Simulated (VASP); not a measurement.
The system is Ti.

```
Ti
1.0
    -1.64100    1.64100    1.64100
     1.64100   -1.64100    1.64100
     1.64100    1.64100   -1.64100
Ti
1
Direct
  0.00000 0.00000 0.00000
```

```yaml
Program: VASP 6.6.1
Task: relaxation of cell and atoms
Functional: PBEsol
Potentials_or_basis: VASP PAW PBE potentials, release 64 (Ti_sv)
Cutoff: 600 eV
k_mesh: 11 × 11 × 11
Occupations: fermi-dirac, width 0.05 eV
Spin: no spin polarisation
```

At the start: pressure -6.9 GPa; volume 17.68 Å³/atom.

How do energy, volume and symmetry change on relaxing?

Over 3 steps the energy falls by 27.4 meV/atom and the volume is 16.48 Å³/atom (-6.8 %); space group Im-3m (No. 229, to 0.05 Å).

Step by step:
```tsv
step	energy change (eV)	largest force (eV/Å)	pressure (GPa)	volume (Å³)
1	0.0000	0.0000	-6.91	17.68
2	-0.0168	0.0000	5.09	15.80
3	-0.0274	0.0000	0.03	16.48
```

Final structure:
```
Ti
1.0
    -1.60311    1.60311    1.60311
     1.60311   -1.60311    1.60311
     1.60311    1.60311   -1.60311
Ti
1
Cartesian
  0.0000 0.0000 0.0000
```

Caveat: the PAW data sets were made with another functional, which shifts forces and pressure a little.
